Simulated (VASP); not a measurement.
A run of VASP 6.6.1 is set up as follows.

File INCAR:

```
PREC = Accurate
ENCUT = 520
EDIFF = 1E-8
ISMEAR = 0
SIGMA = 0.01
LREAL = False
LASPH = True
NELM = 100
ALGO = Normal
ISIF = 2
LWAVE = False
LCHARG = False
GGA = PE
IVDW = 12
LEFG = True
NBANDS = 11
```

Contents of KPOINTS:

```
regular mesh
0
Gamma
  12 12 12
```

POSCAR

```
BN
1.0
    2.4950430234      0.0021921650     -0.2351082271
   -1.2383183159      2.1660608111      0.2350929267
   -0.9368797252     -0.9052854192      3.3513133633
B N
1 1
Direct
    0.9910387840      0.9914237067     -0.0061515093
    0.6571102160      0.3244602933      0.9929565093
```

Potentials or basis: VASP PAW PBE potentials, release 64 (B, N).

The run is started by

```console
$ cat potpaw_PBE.64/B/POTCAR potpaw_PBE.64/N/POTCAR > POTCAR
$ mpirun -np 1 vasp_std > vasp.out
```

Problem. Estimate the dispersion energy per atom.

Solution. -0.142 eV.

Problem. Estimate the band gap on the k mesh.

Solution. 4.22 eV (least direct gap 4.69 eV).

Problem. What does it give for the pressure?

Solution. 0.1 GPa.

Stress tensor (GPa, compression positive):
```
 0.17  0.00 -0.04
 0.00  0.18  0.02
-0.04  0.02 -0.12
```

Caveat: without QUAD_EFG the Cq values of the log hold for a quadrupole moment of 1 mb, not for the nuclei. A k mesh can miss the band edges.
